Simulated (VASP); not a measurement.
# Si (P6_3/mmc) in VASP: a series of runs

Si is run at these levels: r2SCAN; tasks: single point.

All numbers are computed with VASP 6.6.1; they aren't measurements. Logs are shortened: lines on timing, memory, paths and dates and some standing lists are left out, and cuts for length are marked.

## (1) The cell of the first run

It takes space group P6_3/mmc (No. 194, hexagonal). The conventional cell has a = 2.582 Å, b = 2.582 Å, c = 4.802 Å, α = 90.00°, β = 90.00°, γ = 120.00°. Within 3.4 Å of Si (site symmetry -6m2) lie 12 Si at 2.58 to 2.83 Å.

## (2) Single point, r2SCAN

File POSCAR:

```
Si
1.0
    2.5822230512      0.0000000000      0.0000000000
   -1.2911115256      2.2362707606      0.0000000000
    0.0000000000      0.0000000000      4.8018906136
Si
2
Direct
    0.3333333333      0.6666666667      0.2500000000
    0.6666666667      0.3333333333      0.7500000000
```

File INCAR.step1:

```
ALGO = Normal ; EDIFF = 1E-4
ENCUT = 520 ; GGA = PE
ISMEAR = 0 ; LASPH = T
LCHARG = F ; LREAL = F
LWAVE = T ; NBANDS = 11
NELM = 60 ; PREC = Accurate
SIGMA = 0.15
```

File INCAR.step2:

```
ALGO = Normal ; EDIFF = 1E-7
ENCUT = 520 ; ISIF = 2
ISMEAR = 0 ; ISTART = 1
LASPH = T ; LCHARG = F
LMIXTAU = T ; LREAL = F
LWAVE = F ; METAGGA = R2SCAN
NBANDS = 11 ; NELM = 60
PREC = Accurate ; SIGMA = 0.15
```

File KPOINTS:

```
k-points
0
Gamma
  24 24 12
```

Potentials or basis: VASP PAW PBE potentials, release 64 (Si).

Command:

```bash
> cat potpaw_PBE.64/Si/POTCAR > POTCAR
> cp INCAR.step1 INCAR
> mpirun -np 1 vasp_std > vasp.out
> cp INCAR.step2 INCAR
> mpirun -np 1 vasp_std > vasp.out
```

OUTCAR:

```text
EDIFF = 1E-7
   ENCUT = 520
   ISIF = 2
   ISMEAR = 0
   ISTART = 1
   LASPH = T
   LREAL = F
   METAGGA = R2SCAN
   NELM = 60
   PREC = Accurate

 ion  position               nearest neighbor table
   1  0.333  0.667  0.250-   2 2.83   2 2.83   2 2.83   2 2.83   2 2.83   2 2.83
   2  0.667  0.333  0.750-   1 2.83   1 2.83   1 2.83   1 2.83   1 2.83   1 2.83

  LATTYP: Found a hexagonal cell.
 ALAT       =     2.5822230512
 C/A-ratio  =     1.8595955959

  Lattice vectors:

 A1 = (   2.5822230512,   0.0000000000,   0.0000000000)
 A2 = (  -1.2911115256,   2.2362707606,   0.0000000000)
 A3 = (   0.0000000000,   0.0000000000,   4.8018906136)

Analysis of symmetry for initial positions (statically):
=====================================================================
 Subroutine PRICEL returns:
 Original cell was already a primitive cell.

 Routine SETGRP: Setting up the symmetry group for a
 hexagonal supercell.

 Subroutine GETGRP returns: Found 24 space group operations
 (whereof 12 operations were pure point group operations)
 out of a pool of 24 trial point group operations.

The static configuration has the point symmetry D_3d.
 The point group associated with its full space group is D_6h.

Analysis of symmetry for dynamics (positions and initial velocities):
=====================================================================
 Subroutine PRICEL returns:
 Original cell was already a primitive cell.

 Routine SETGRP: Setting up the symmetry group for a
 hexagonal supercell.

 Subroutine GETGRP returns: Found 24 space group operations
 (whereof 12 operations were pure point group operations)
 out of a pool of 24 trial point group operations.

The dynamic configuration has the point symmetry D_3d.
 The point group associated with its full space group is D_6h.

 Subroutine INISYM returns: Found 24 space group operations
 (whereof 12 operations are pure point group operations),
 and found     1 'primitive' translations

----------------------------------------------------------------------------------------

                                     Primitive cell

  volume of cell :      27.7288

  direct lattice vectors                    reciprocal lattice vectors
     2.582223051  0.000000000  0.000000000     0.387263215  0.223586521  0.000000000
    -1.291111526  2.236270761  0.000000000     0.000000000  0.447173043  0.000000000
     0.000000000  0.000000000  4.801890614     0.000000000  0.000000000  0.208251308

  length of vectors
[... 86 lines left out ...]
   IBRION =     -1    ionic relax: 0-MD 1-quasi-New 2-CG
   NFREE  =      0    steps in history (QN), initial steepest desc. (CG)
   ISIF   =      2    stress and relaxation
   ISYM   =      2    0-nonsym 1-usesym 2-fastsym
   POTIM  = 0.5000    time-step for ionic-motion
   TEBEG  =    0.0;   TEEND  =   0.0 temperature during run
   PSTRESS=    0.0 pullay stress
   NELECT =       8.0000    total number of electrons
   NUPDOWN=      -1.0000    fix difference up-down
   EMIN   =  10.00;   EMAX   =-10.00  energy-range for DOS
   EFERMI =   0.00;   METHOD = LEGACY
   ISMEAR =     0;   SIGMA  =   0.15  broadening in eV -4-tet -1-fermi 0-gaus
   EFERMI_NEDOS =   21; number of points for ismear=-14 and -15
   IALGO  =     38    algorithm
   IMIX   =      4    mixing-type and parameters
     AMIX     =   0.40;   BMIX     =  1.00
     AMIX_MAG =   1.60;   BMIX_MAG =  1.00
  volume/ion in A,a.u.               =      13.86        93.56
  Fermi-wavevector in a.u.,A,eV,Ry     =   1.081753  2.044216 15.921389  1.170189
  Thomas-Fermi vector in A             =   2.217777
   LORBIT       =      0    0 simple, 1 ext, 2 COOP (PROOUT), +10 PAW based schemes
   METAGGA = R2SCAN    functional components
   LHFCALC =     F    Hartree Fock is set to
   AEXX    =    0.0000 exact exchange contribution
   IVDW    =     0    specifies the selected vdW correction
   LEPSILON=     F    determine dielectric tensor
   LRPA    =     F    only Hartree local field effects (RPA)
 non-spin polarized calculation
 Gauss-broadening in eV      SIGMA  =   0.15
  energy-cutoff  :      520.00
  volume of cell :       27.73
 maximum number of plane-waves:       764
 NGX is ok and might be reduce to    20

 number of electron       8.0000000 magnetization

 Free energy of the ion-electron system (eV)
  ---------------------------------------------------
  ext. energy  EPLUGINS =         0.00000000
  ---------------------------------------------------
  free energy    TOTEN  =       -16.11800681 eV

  energy without entropy =      -16.10970460  energy(sigma->0) =      -16.11385570

 E-fermi :  10.8131     XC(G=0): -12.1292

 val. band max:       10.8094385225   @ k =   0.4167   0.1667   0.0000
 cond. band min:      10.8160218459   @ k =   0.3750   0.2083   0.0833
 fundamental gap:      0.0065833234
 Fermi energy:        10.8131312109

 k-point     1 :       0.0000    0.0000    0.0000
  band No.  band energies     occupation
      1      -5.0326      2.00000
      2       0.7022      2.00000
      3       2.5070      2.00000
      4      19.4313      0.00000
      5      20.3450      0.00000
      6      22.3783      0.00000
      7      22.3783      0.00000
      8      23.1749      0.00000
      9      23.1749      0.00000
     10      26.5647      0.00000
     11      26.5647      0.00000
[... 309 lines left out ...]
 k-point    24 :       0.4583    0.0417    0.0000
  band No.  band energies     occupation
      1       1.9621      2.00000
      2       3.2233      2.00000
      3       7.4823      2.00000
      4       8.9096      2.00000
      5       8.9976      2.00000
      6      10.9831      0.10897
      7      15.1937      0.00000
      8      19.2438      0.00000
      9      19.8098      0.00000
     10      22.6321      0.00000
     11      23.7221      0.00000

 [... further k-points ...]
[... 5 lines left out ...]
  --------------------------------------------------------------------------------------
  -------------------------------------------------------------------------------------
  Total        0.3537862      0.3537862     -0.5530359     -0.0000000     -0.0000000     -0.0000000
  in kB       20.4418925     20.4418925    -31.9546079     -0.0000000     -0.0000000     -0.0000000
  external PRESSURE =       2.9763924 kB  Pullay stress =       0.0000000 kB

 VOLUME and BASIS-vectors are now :
 -----------------------------------------------------------------------------
  energy-cutoff  :      520.00
  volume of cell :       27.73
      direct lattice vectors                 reciprocal lattice vectors
     2.582223051  0.000000000  0.000000000     0.387263215  0.223586521  0.000000000
    -1.291111526  2.236270761  0.000000000     0.000000000  0.447173043  0.000000000
     0.000000000  0.000000000  4.801890614     0.000000000  0.000000000  0.208251308

 POSITION                                       TOTAL-FORCE (eV/Angst)
 -----------------------------------------------------------------------------------
     -0.00000      1.49085      1.20047        -0.000000     -0.000000      0.000000
      1.29111      0.74542      3.60142         0.000000      0.000000      0.000000
 -----------------------------------------------------------------------------------
    total drift:                               -0.000000      0.000000     -0.000000

  FREE ENERGIE OF THE ION-ELECTRON SYSTEM (eV)
  ---------------------------------------------------
  free  energy   TOTEN  =       -16.1180068098 eV

  energy  without entropy=      -16.1097045954  energy(sigma->0) =      -16.11385570
```

OSZICAR.step1:

```text
N       E                     dE             d eps       ncg     rms          rms(c)
DAV:   1     0.614725046206E+01    0.61473E+01   -0.34894E+03  9410   0.617E+02
DAV:   2    -0.938772098095E+01   -0.15535E+02   -0.14836E+02 12306   0.859E+01
DAV:   3    -0.984292669307E+01   -0.45521E+00   -0.44928E+00 12398   0.117E+01
DAV:   4    -0.984464395951E+01   -0.17173E-02   -0.17170E-02 11408   0.882E-01
DAV:   5    -0.984464987093E+01   -0.59114E-05   -0.59116E-05 11820   0.486E-02    0.425E+00
DAV:   6    -0.981093730716E+01    0.33713E-01   -0.10372E-02 10827   0.477E-01    0.237E+00
DAV:   7    -0.979260990077E+01    0.18327E-01   -0.19791E-02 10462   0.663E-01    0.163E-01
DAV:   8    -0.979252194793E+01    0.87953E-04   -0.45951E-04 12010   0.139E-01
   1 F= -.97925219E+01 E0= -.97880553E+01  d E =-.893330E-02
```

Wall time 5.1 min (1 thread of AMD EPYC 9R45 (Zen 5), shared host); peak memory 0.18 GiB.

Results:

```yaml
Free_energy: -16.1180 eV
Pressure: 0.3 GPa
Band_gap_on_the_k_mesh: zero (band 4 reaches 19.53 eV, above the bottom of band 5 at 7.16 eV)
```

Levels at points of the mesh, in eV from the Fermi level:
| k point | band 2 | band 3 | band 4 | band 5 | band 6 | band 7 |
| --- | --- | --- | --- | --- | --- | --- |
| (0.00, 0.00, 0.00) | -10.11 | -8.31 | 8.62 | 9.53 | 11.57 | 11.57 |
| (0.50, 0.00, 0.00) | -8.13 | -3.07 | -2.26 | -1.65 | -0.09 | 5.31 |
| (0.00, 0.00, 0.50) | -14.20 | -1.19 | -1.19 | 12.84 | 12.84 | 12.84 |
| (0.50, 0.00, 0.50) | -7.01 | -6.30 | -6.30 | 5.13 | 5.13 | 6.43 |

Caveat: the PAW data sets were made with another functional, which shifts forces and pressure a little.

## (3) Single point, r2SCAN

This run uses another cell than the first one, of the same volume but with other edges.

File POSCAR:

```
Si
1.0
    2.7020968078      0.0000000000      0.0000000000
   -1.3510484039      2.3400844791      0.0000000000
    0.0000000000      0.0000000000      4.3852863915
Si
2
Direct
    0.3333333333      0.6666666667      0.2500000000
    0.6666666667      0.3333333333      0.7500000000
```

File INCAR.step1:

```
PREC = Accurate
ENCUT = 520
ISMEAR = 0
SIGMA = 0.15
LREAL = False
LASPH = True
NELM = 100
NBANDS = 11
GGA = PE
ALGO = Normal
EDIFF = 1E-4
LWAVE = True
LCHARG = False
```

File INCAR.step2:

```
PREC = Accurate
ENCUT = 520
EDIFF = 1E-6
ISMEAR = 0
SIGMA = 0.15
LREAL = False
LASPH = True
NELM = 100
ALGO = Normal
ISIF = 2
LWAVE = False
LCHARG = False
METAGGA = R2SCAN
LMIXTAU = True
NBANDS = 11
ISTART = 1
```

File KPOINTS:

```
Automatic mesh
0
Gamma
  24 24 12
```

Potentials or basis: VASP PAW PBE potentials, release 64 (Si).

Command:

```bash
> cat potpaw_PBE.64/Si/POTCAR > POTCAR
> cp INCAR.step1 INCAR
> mpirun -np 1 vasp_std > vasp.out
> cp INCAR.step2 INCAR
> mpirun -np 1 vasp_std > vasp.out
```

Wall time 4.1 min (1 thread of AMD EPYC 9R45 (Zen 5), shared host); peak memory 0.18 GiB.

It converged, with:

```yaml
Free_energy: -16.1291 eV
Pressure: -1.1 GPa
Band_gap_on_the_k_mesh: zero (band 4 reaches 19.91 eV, above the bottom of band 5 at 6.65 eV)
```

Stress tensor (GPa, compression positive):
```
-2.02  0.00  0.00
 0.00 -2.02  0.00
 0.00  0.00  0.81
```

Levels at points of the mesh, in eV from the Fermi level:
```
           k point  band 2  band 3  band 4  band 5  band 6  band 7
(0.00, 0.00, 0.00)   -8.06   -7.74    8.94    8.94   10.35   10.35
(0.50, 0.00, 0.00)   -8.52   -1.90   -1.55   -1.00   -0.13    3.45
(0.00, 0.00, 0.50)  -13.80    1.55    1.55   10.53   10.53   10.53
(0.50, 0.00, 0.50)   -7.28   -6.52   -6.52    5.20    5.20    6.64
```

Caveat: the PAW data sets were made with another functional, which shifts forces and pressure a little.

## (4) Single point, r2SCAN

This run uses another cell than the first one, of the same volume but with other edges.

File POSCAR:

```
Si
1.0
    2.6225768043      0.0000000000      0.0000000000
   -1.3112884022      2.2712181359      0.0000000000
    0.0000000000      0.0000000000      4.6552535355
Si
2
Direct
    0.3333333333      0.6666666667      0.2500000000
    0.6666666667      0.3333333333      0.7500000000
```

File INCAR.step1:

```
PREC = Accurate ; ENCUT = 520
ISMEAR = 0 ; SIGMA = 0.15
LREAL = F ; LASPH = T
NELM = 80 ; NBANDS = 11
GGA = PE ; ALGO = Normal
EDIFF = 1E-4 ; LWAVE = T
LCHARG = F
```

File INCAR.step2:

```
PREC = Accurate ; ENCUT = 520
EDIFF = 1E-6 ; ISMEAR = 0
SIGMA = 0.15 ; LREAL = F
LASPH = T ; NELM = 80
ALGO = Normal ; ISIF = 2
LWAVE = F ; LCHARG = F
METAGGA = R2SCAN ; LMIXTAU = T
NBANDS = 11 ; ISTART = 1
```

KPOINTS is that of step 3.

Potentials or basis: VASP PAW PBE potentials, release 64 (Si).

Command:

```bash
> cat potpaw_PBE.64/Si/POTCAR > POTCAR
> cp INCAR.step1 INCAR
> mpirun -np 1 vasp_std > vasp.out
> cp INCAR.step2 INCAR
> mpirun -np 1 vasp_std > vasp.out
```

OUTCAR:

```text
PREC = Accurate
   ENCUT = 520
   EDIFF = 1E-6
   ISMEAR = 0
   LREAL = F
   LASPH = T
   NELM = 80
   ISIF = 2
   METAGGA = R2SCAN
   ISTART = 1

 ion  position               nearest neighbor table
   1  0.333  0.667  0.250-   2 2.78   2 2.78   2 2.78   2 2.78   2 2.78   2 2.78
   2  0.667  0.333  0.750-   1 2.78   1 2.78   1 2.78   1 2.78   1 2.78   1 2.78

  LATTYP: Found a hexagonal cell.
 ALAT       =     2.6225768043
 C/A-ratio  =     1.7750685234

  Lattice vectors:

 A1 = (   2.6225768043,   0.0000000000,   0.0000000000)
 A2 = (  -1.3112884022,   2.2712181359,   0.0000000000)
 A3 = (   0.0000000000,   0.0000000000,   4.6552535355)

Analysis of symmetry for initial positions (statically):
=====================================================================
 Subroutine PRICEL returns:
 Original cell was already a primitive cell.

 Routine SETGRP: Setting up the symmetry group for a
 hexagonal supercell.

 Subroutine GETGRP returns: Found 24 space group operations
 (whereof 12 operations were pure point group operations)
 out of a pool of 24 trial point group operations.

The static configuration has the point symmetry D_3d.
[... 167 lines left out ...]
 cond. band min:      10.7903679517   @ k =   0.3750   0.1667   0.0000
 fundamental gap:      0.0071253292
 Fermi energy:        10.7882870110

 k-point     1 :       0.0000    0.0000    0.0000
  band No.  band energies     occupation
      1      -5.0133      2.00000
      2       1.3803      2.00000
      3       2.6621      2.00000
      4      20.9300      0.00000
      5      21.4208      0.00000
      6      21.4638      0.00000
      7      21.4638      0.00000
      8      22.4798      0.00000
      9      22.4798      0.00000
     10      26.0252      0.00000
     11      26.2927      0.00000
[... 309 lines left out ...]
 k-point    24 :       0.4583    0.0417    0.0000
  band No.  band energies     occupation
      1       1.7614      2.00000
      2       3.0308      2.00000
      3       7.9597      2.00000
      4       8.8867      2.00000
      5       9.3167      2.00000
      6      10.9049      0.27169
      7      14.6039      0.00000
      8      18.6533      0.00000
      9      19.8303      0.00000
     10      22.2762      0.00000
     11      24.0417      0.00000

 [... further k-points ...]
[... 5 lines left out ...]
  --------------------------------------------------------------------------------------
  -------------------------------------------------------------------------------------
  Total        0.0296605      0.0296605     -0.3847862     -0.0000000      0.0000000     -0.0000000
  in kB        1.7137957      1.7137957    -22.2330807     -0.0000000      0.0000000     -0.0000000
  external PRESSURE =      -6.2684964 kB  Pullay stress =       0.0000000 kB

 VOLUME and BASIS-vectors are now :
 -----------------------------------------------------------------------------
  energy-cutoff  :      520.00
  volume of cell :       27.73
      direct lattice vectors                 reciprocal lattice vectors
     2.622576804  0.000000000  0.000000000     0.381304371  0.220146182  0.000000000
    -1.311288402  2.271218136  0.000000000     0.000000000  0.440292363  0.000000000
     0.000000000  0.000000000  4.655253535     0.000000000  0.000000000  0.214811071

 POSITION                                       TOTAL-FORCE (eV/Angst)
 -----------------------------------------------------------------------------------
     -0.00000      1.51415      1.16381        -0.000000      0.000000      0.000000
      1.31129      0.75707      3.49144         0.000000     -0.000000      0.000000
 -----------------------------------------------------------------------------------
    total drift:                                0.000000     -0.000000      0.000000

  FREE ENERGIE OF THE ION-ELECTRON SYSTEM (eV)
  ---------------------------------------------------
  free  energy   TOTEN  =       -16.1368952680 eV

  energy  without entropy=      -16.1287727820  energy(sigma->0) =      -16.13283403
```

Run time: 4.6 min. Hardware: 1 thread of AMD EPYC 9R45 (Zen 5), shared host; peak memory 0.19 GiB.

Results:

```
Free energy            : -16.1369 eV
Pressure               : -0.6 GPa
Band gap on the k mesh : zero (band 4 reaches 20.93 eV, above the bottom of band 5 at 6.82 eV)
```

Levels at points of the mesh, in eV from the Fermi level:
```
           k point  band 1  band 2  band 3  band 4  band 5  band 6  band 7  band 8  band 9
(0.00, 0.00, 0.00)  -15.80   -9.41   -8.13   10.14   10.63   10.68   10.68   11.69   11.69
(0.50, 0.00, 0.00)   -8.65   -8.23   -2.56   -1.83   -1.76   -0.12    4.68    6.92    9.66
(0.00, 0.00, 0.50)  -14.04  -14.04   -0.30   -0.30   12.05   12.05   12.05   12.05   13.28
(0.50, 0.00, 0.50)   -7.06   -7.06   -6.38   -6.38    5.73    5.73    6.20    6.20    6.82
```

Caveat: the PAW data sets were made with another functional, which shifts forces and pressure a little.

## (5) The runs side by side

| cell | gap on the mesh (eV) | pressure (GPa) |
| --- | --- | --- |
| a = 2.582, b = 2.582, c = 4.802 Å, angles 90.0, 90.0, 120.0°, 2 atoms | none | 0.3 |
| a = 2.702, b = 2.702, c = 4.385 Å, angles 90.0, 90.0, 120.0°, 2 atoms | none | -1.1 |
| a = 2.623, b = 2.623, c = 4.655 Å, angles 90.0, 90.0, 120.0°, 2 atoms | none | -0.6 |

Alike in all rows: task single point; level r2SCAN; potentials or basis VASP PAW PBE potentials, release 64 (Si); no spin polarisation; k mesh 24 × 24 × 12; cutoff (eV) 520; smearing gaussian 0.15 eV.

Caveats: the PAW data sets were made with another functional, which shifts forces and pressure a little.

Absolute energies hang on the potentials; compare differences alone.
